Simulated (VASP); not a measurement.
# Ag (P6/mmm) in VASP: further runs

Runs on Ag. Level: PBE. Tasks: relaxation of shape and atoms at fixed volume.

All numbers are computed with VASP 6.6.1; they aren't measurements. Logs are shortened: lines on timing, memory, paths and dates and some standing lists are left out, and cuts for length are marked.

## Step 1: The cell of the first run

The structure is hexagonal, space group P6/mmm (No. 191). The conventional cell has a = 2.374 Å, b = 2.374 Å, c = 2.309 Å, α = 90.00°, β = 90.00°, γ = 120.00°. Ag (site symmetry 6/mmm) has 8 Ag at 2.31 to 2.37 Å within 3.1 Å.

## Step 2: Relaxation of shape and atoms at fixed volume, PBE

The input, INCAR:

```
PREC     = Accurate       # precision mode
ENCUT    = 600            # plane-wave cutoff, eV
EDIFF    = 1E-7           # SCF threshold, eV
ISMEAR   = -1             # smearing method
SIGMA    = 0.08           # smearing width, eV
LREAL    = F              # projectors in reciprocal space
LASPH    = T              # aspherical terms in the spheres
NELM     = 80             # most SCF steps
ALGO     = Normal         # electronic algorithm
ISIF     = 4              # what is computed and relaxed
LWAVE    = F              # write WAVECAR
LCHARG   = F              # write CHGCAR
GGA      = PE             # functional
IBRION   = 2              # ionic algorithm
NSW      = 50             # ionic steps
EDIFFG   = -0.005         # ionic threshold
```

The input, KPOINTS:

```
Automatic mesh
0
Gamma
  15 15 14
```

The input, POSCAR:

```
Ag
1.0
    2.3738340589      0.0000000000      0.0000000000
   -1.1869170294      2.0558005994      0.0000000000
    0.0000000000      0.0000000000      2.3088433396
Ag
1
Direct
    0.0000000000      0.0000000000      0.0000000000
```

Potentials or basis: VASP PAW PBE potentials, release 64 (Ag).

The run is started by

```
> cat potpaw_PBE.64/Ag/POTCAR > POTCAR
> mpirun -np 1 vasp_std > vasp.out
```

OUTCAR:

```text
PREC = Accurate
   ENCUT = 600
   EDIFF = 1E-7
   ISMEAR = -1
   LREAL = F
   LASPH = T
   NELM = 80
   ISIF = 4
   GGA = PE
   IBRION = 2
   NSW = 50
   EDIFFG = -0.005

 ion  position               nearest neighbor table
   1  0.000  0.000  0.000-

  LATTYP: Found a hexagonal cell.
 ALAT       =     2.3738340589
 C/A-ratio  =     0.9726220462

  Lattice vectors:

 A1 = (   2.3738340589,   0.0000000000,   0.0000000000)
 A2 = (  -1.1869170294,   2.0558005994,   0.0000000000)
 A3 = (   0.0000000000,   0.0000000000,   2.3088433396)

Analysis of symmetry for initial positions (statically):
=====================================================================
 Subroutine PRICEL returns:
 Original cell was already a primitive cell.

 Routine SETGRP: Setting up the symmetry group for a
 hexagonal supercell.

 Subroutine GETGRP returns: Found 24 space group operations
 (whereof 24 operations were pure point group operations)
 out of a pool of 24 trial point group operations.

The static configuration has the point symmetry D_6h.

Analysis of symmetry for dynamics (positions and initial velocities):
=====================================================================
 Subroutine PRICEL returns:
 Original cell was already a primitive cell.

 Routine SETGRP: Setting up the symmetry group for a
 hexagonal supercell.

 Subroutine GETGRP returns: Found 24 space group operations
 (whereof 24 operations were pure point group operations)
 out of a pool of 24 trial point group operations.

The dynamic configuration has the point symmetry D_6h.

 Subroutine INISYM returns: Found 24 space group operations
 (whereof 24 operations are pure point group operations),
 and found     1 'primitive' translations

----------------------------------------------------------------------------------------

                                     Primitive cell

  volume of cell :      11.2675

  direct lattice vectors                    reciprocal lattice vectors
     2.373834059  0.000000000  0.000000000     0.421259437  0.243214250  0.000000000
    -1.186917029  2.055800599  0.000000000     0.000000000  0.486428499  0.000000000
     0.000000000  0.000000000  2.308843340     0.000000000  0.000000000  0.433117303

  length of vectors
     2.373834059  2.373834059  2.308843340     0.486428499  0.486428499  0.433117303

  position of ions in fractional coordinates (direct lattice)
     0.000000000  0.000000000  0.000000000
[... 86 lines left out ...]
   PSTRESS=    0.0 pullay stress
   NELECT =      11.0000    total number of electrons
   NUPDOWN=      -1.0000    fix difference up-down
   EMIN   =  10.00;   EMAX   =-10.00  energy-range for DOS
   EFERMI =   0.00;   METHOD = LEGACY
   ISMEAR =    -1;   SIGMA  =   0.08  broadening in eV -4-tet -1-fermi 0-gaus
   EFERMI_NEDOS =   21; number of points for ismear=-14 and -15
   IALGO  =     38    algorithm
   IMIX   =      4    mixing-type and parameters
     AMIX     =   0.40;   BMIX     =  1.00
     AMIX_MAG =   1.60;   BMIX_MAG =  1.00
  volume/ion in A,a.u.               =      11.27        76.04
  Fermi-wavevector in a.u.,A,eV,Ry     =   1.624041  3.068993 35.885513  2.637511
  Thomas-Fermi vector in A             =   2.717393
   LORBIT       =      0    0 simple, 1 ext, 2 COOP (PROOUT), +10 PAW based schemes
   GGA     = PE    functional components
   LHFCALC =     F    Hartree Fock is set to
   AEXX    =    0.0000 exact exchange contribution
   IVDW    =     0    specifies the selected vdW correction
   LEPSILON=     F    determine dielectric tensor
   LRPA    =     F    only Hartree local field effects (RPA)
 conjugate gradient relaxation of ions
 non-spin polarized calculation
  energy-cutoff  :      600.00
  volume of cell :       11.27
 maximum number of plane-waves:       405
 NGX is ok and might be reduce to    20
   NGX =  9   NGY =  9   NGZ =  9

--------------------------------------- Ionic step        1  -------------------------------------------

 number of electron      10.9999998 magnetization

 Free energy of the ion-electron system (eV)
  ---------------------------------------------------
  ext. energy  EPLUGINS =         0.00000000
  ---------------------------------------------------
  free energy    TOTEN  =         0.17972501 eV

  energy without entropy =        0.18379225  energy(sigma->0) =        0.18175863

------------------------ aborting loop because EDIFF is reached ----------------------------------------

  FORCE on cell =-STRESS in cart. coord.  units (eV):
  Direction    XX          YY          ZZ          XY          YZ          ZX
  --------------------------------------------------------------------------------------
  -------------------------------------------------------------------------------------
  Total       13.9334765     13.9334765     12.2818078      0.0000000      0.0000000      0.0000000
  in kB     1981.2727234   1981.2727235   1746.4134465      0.0000000      0.0000000      0.0000000
  external PRESSURE =    1902.9862978 kB  Pullay stress =       0.0000000 kB
[... 92 lines left out ...]
--------------------------------------- Ionic step        4  -------------------------------------------

 number of electron      10.9999996 magnetization

 Free energy of the ion-electron system (eV)
  ---------------------------------------------------
  ext. energy  EPLUGINS =         0.00000000
  ---------------------------------------------------
  free energy    TOTEN  =         0.17148681 eV

  energy without entropy =        0.17509775  energy(sigma->0) =        0.17329228

 E-fermi :  15.9489     XC(G=0): -14.7993

 val. band max:       15.9337201124   @ k =   0.3333  -0.0000   0.3571
 cond. band min:      16.0598188729   @ k =   0.1333   0.0667   0.5000
 fundamental gap:      0.1260987605
 Fermi energy:        15.9489452946

 k-point     1 :       0.0000    0.0000    0.0000
  band No.  band energies     occupation
      1       4.5244      2.00000
      2       5.6103      2.00000
      3       8.7655      2.00000
      4       8.7655      2.00000
      5      12.9149      2.00000
      6      12.9149      2.00000
      7      32.3614      0.00000
      8      33.0722      0.00000
      9      40.8670      0.00000
[... 265 lines left out ...]
 k-point    24 :       0.4000    0.2000    0.0000
  band No.  band energies     occupation
      1       6.6906      2.00000
      2       7.2456      2.00000
      3      10.0517      2.00000
      4      10.5811      2.00000
      5      11.7210      2.00000
      6      18.2009      0.00000
      7      22.2152      0.00000
      8      26.2117      0.00000
      9      37.8285      0.00000

 [... further k-points ...]
[... 5 lines left out ...]
  --------------------------------------------------------------------------------------
  -------------------------------------------------------------------------------------
  Total       13.3486043     13.3486043     13.3428421      0.0000000      0.0000000      0.0000000
  in kB     1898.1067345   1898.1067346   1897.2873864      0.0000001      0.0000000      0.0000000
  external PRESSURE =    1897.8336185 kB  Pullay stress =       0.0000000 kB
[... 16 lines left out ...]
  FREE ENERGIE OF THE ION-ELECTRON SYSTEM (eV)
  ---------------------------------------------------
  free  energy   TOTEN  =         0.1714868100 eV

  energy  without entropy=        0.1750977504  energy(sigma->0) =        0.17329228

 reached required accuracy - stopping structural energy minimisation
```

OSZICAR:

```text
N       E                     dE             d eps       ncg     rms          rms(c)
DAV:   1     0.516895522101E+02    0.51690E+02   -0.67107E+03  3912   0.133E+03
DAV:   2     0.269459237785E+00   -0.51420E+02   -0.49931E+02  4140   0.242E+02
DAV:   3    -0.119028799312E+00   -0.38849E+00   -0.38803E+00  4698   0.245E+01
[... 29 lines left out ...]
       N       E                     dE             d eps       ncg     rms          rms(c)
DAV:   1     0.171467651277E+00   -0.30309E-04   -0.71637E-04  3978   0.279E-01    0.258E-02
DAV:   2     0.171480785049E+00    0.13134E-04   -0.97831E-06  4009   0.370E-02    0.130E-02
DAV:   3     0.171486838620E+00    0.60536E-05   -0.11745E-05  4159   0.349E-02    0.369E-03
DAV:   4     0.171486809973E+00   -0.28647E-07   -0.34065E-07  3903   0.734E-03
   4 F= 0.17148681E+00 E0= 0.17329228E+00  d E =-.823820E-02
```

Wall time 52 s (1 thread of Intel Xeon Platinum 8259CL at 2.50GHz (Skylake/Cascade Lake), shared host); peak memory 0.15 GiB.

What came out:

| Item | Value |
| --- | --- |
| Free energy | 0.1715 eV |
| Energy gained by relaxing | 8.2 meV/atom |
| Ionic steps | 4 |
| Pressure after relaxing | 189.8 GPa |

The path:
| step | energy change (eV) | largest force (eV/Å) | pressure (GPa) | volume (Å³) |
| --- | --- | --- | --- | --- |
| 1 | 0.0000 | 0.0000 | 190.30 | 11.27 |
| 2 | 0.1632 | 0.0000 | 194.15 | 11.27 |
| 3 | -0.0082 | 0.0000 | 189.79 | 11.27 |
| 4 | -0.0082 | 0.0000 | 189.78 | 11.27 |

Final structure:
```cif
data_structure
_symmetry_space_group_name_H-M 'P 1'
_symmetry_Int_Tables_number 1
_cell_length_a 2.3856
_cell_length_b 2.3856
_cell_length_c 2.2861
_cell_angle_alpha 90.000
_cell_angle_beta 90.000
_cell_angle_gamma 120.000
_cell_volume 11.27
loop_
_atom_site_label
_atom_site_type_symbol
_atom_site_fract_x
_atom_site_fract_y
_atom_site_fract_z
_atom_site_occupancy
Ag1 Ag 0.00000 0.00000 0.00000 1
```

Levels at points of the mesh, in eV from the Fermi level:
| k point | band 2 | band 3 | band 4 | band 5 | band 6 | band 7 | band 8 | band 9 |
| --- | --- | --- | --- | --- | --- | --- | --- | --- |
| (0.00, 0.00, 0.00) | -10.34 | -7.18 | -7.18 | -3.03 | -3.03 | 16.41 | 17.12 | 24.92 |
| (0.00, 0.00, 0.50) | -6.63 | -6.63 | -5.39 | -5.39 | -3.28 | 4.64 | 20.25 | 24.24 |

## Step 3: Relaxation of shape and atoms at fixed volume, PBE

This run uses another cell than the first one, of 13.21 Å³/atom, 1.172 times its volume.

The input, INCAR:

```
  PREC = Accurate
  ENCUT = 600
  EDIFF = 1E-6
  ISMEAR = -1
  SIGMA = 0.08
  LREAL = F
  LASPH = T
  NELM = 80
  ALGO = Normal
  ISIF = 4
  LWAVE = F
  LCHARG = F
  GGA = PE
  IBRION = 2
  NSW = 50
  EDIFFG = -0.005
```

KPOINTS is that of step 2.

The input, POSCAR:

```
Ag
1.0
    2.5030949826      0.0000000000      0.0000000000
   -1.2515474913      2.1677438430      0.0000000000
    0.0000000000      0.0000000000      2.4345653637
Ag
1
Direct
    0.0000000000      0.0000000000      0.0000000000
```

Potentials or basis: VASP PAW PBE potentials, release 64 (Ag).

The run is started by

```
> cat potpaw_PBE.64/Ag/POTCAR > POTCAR
> mpirun -np 1 vasp_std > vasp.out
```

It took 51 s on 1 thread of Intel Xeon Platinum 8259CL at 2.50GHz (Skylake/Cascade Lake), shared host; peak memory 0.15 GiB.

It converged, with:

```
Free energy               : -1.4270 eV
Energy gained by relaxing : 3.7 meV/atom
Ionic steps               : 6
Pressure after relaxing   : 86.8 GPa
```

Step by step:
```csv
step,energy change (eV),largest force (eV/Å),pressure (GPa),volume (Å³)
1,0.0000,0.0000,87.06,13.21
2,0.0234,0.0000,87.30,13.21
3,-0.0037,0.0000,86.80,13.21
4,-0.0037,0.0000,86.81,13.21
5,-0.0037,0.0000,86.82,13.21
6,-0.0037,0.0000,86.81,13.21
```

Final structure:
```yaml
crystal:
  lattice:
    - [2.51331, 0.00000, 0.00000]
    - [-1.25665, 2.17659, 0.00000]
    - [0.00000, 0.00000, 2.41482]
  atoms:
    - { symbol: Ag, position: [0.00000, 0.00000, 0.00000] }
```

Levels at points of the mesh, in eV from the Fermi level:
```csv
k point,band 3,band 4,band 5,band 6,band 7,band 8,band 9
"(0.00, 0.00, 0.00)",-6.07,-6.07,-2.91,-2.91,16.11,16.74,23.21
"(0.00, 0.00, 0.50)",-5.67,-4.67,-4.67,-2.41,3.48,20.25,23.73
```

## Step 4: Relaxation of shape and atoms at fixed volume, PBE

This run uses another cell than the first one, of 15.15 Å³/atom, 1.345 times its volume.

The input, INCAR:

```
SYSTEM = Ag
ALGO = Normal ; EDIFF = 1E-6
EDIFFG = -0.005 ; ENCUT = 600
GGA = PE ; IBRION = 2
ISIF = 4 ; ISMEAR = -1
LASPH = .TRUE. ; LCHARG = .FALSE.
LREAL = .FALSE. ; LWAVE = .FALSE.
NELM = 60 ; NSW = 50
PREC = Accurate ; SIGMA = 0.08
```

The input, KPOINTS:

```
k-points
0
G
  15 15 14
  0 0 0
```

The input, POSCAR:

```
Ag
1.0
    2.6202288634      0.0000000000      0.0000000000
   -1.3101144317      2.2691847595      0.0000000000
    0.0000000000      0.0000000000      2.5484923585
Ag
1
Direct
    0.0000000000      0.0000000000      0.0000000000
```

The run is started by

```
> cat potpaw_PBE.64/Ag/POTCAR > POTCAR
> mpirun -np 1 vasp_std > vasp.out
```

Wall time 33 s (1 thread of Intel Xeon Platinum 8259CL at 2.50GHz (Skylake/Cascade Lake), shared host); peak memory 0.17 GiB.

Results (log left out):

```yaml
Free_energy: -2.1504 eV
Energy_gained_by_relaxing: 1.5 meV/atom
Ionic_steps: 3
Pressure_after_relaxing: 38.0 GPa
```

The path:
| step | energy change (eV) | largest force (eV/Å) | pressure (GPa) | volume (Å³) |
| --- | --- | --- | --- | --- |
| 1 | 0.0000 | 0.0000 | 38.17 | 15.15 |
| 2 | 0.0018 | 0.0000 | 38.03 | 15.15 |
| 3 | -0.0015 | 0.0000 | 38.04 | 15.15 |

Final structure:
```
Ag
1.0
     2.62842    0.00000    0.00000
    -1.31421    2.27628    0.00000
     0.00000    0.00000    2.53263
Ag
1
Direct
  0.00000 0.00000 0.00000
```

Levels at points of the mesh, in eV from the Fermi level:
```tsv
k point	band 4	band 5	band 6	band 7	band 8	band 9
(0.00, 0.00, 0.00)	-5.34	-2.85	-2.85	15.14	16.73	21.67
(0.00, 0.00, 0.50)	-4.21	-4.21	-1.77	2.63	19.98	23.07
```

## Step 5: Summary

| cell | gap on the mesh (eV) | pressure (GPa) |
| --- | --- | --- |
| relaxed from a = 2.374, b = 2.374, c = 2.309 Å, angles 90.0, 90.0, 120.0°, 1 atom | none | 189.8 |
| relaxed from a = 2.503, b = 2.503, c = 2.435 Å, angles 90.0, 90.0, 120.0°, 1 atom | none | 86.8 |
| relaxed from a = 2.620, b = 2.620, c = 2.548 Å, angles 90.0, 90.0, 120.0°, 1 atom | none | 38.0 |

Alike in all rows: task relaxation of shape and atoms at fixed volume; level PBE; potentials or basis VASP PAW PBE potentials, release 64 (Ag); no spin polarisation; k mesh 15 × 15 × 14; cutoff (eV) 600; smearing fermi-dirac 0.08 eV.

Total energies depend on the potentials used, so only differences within one code and one set of settings carry meaning.
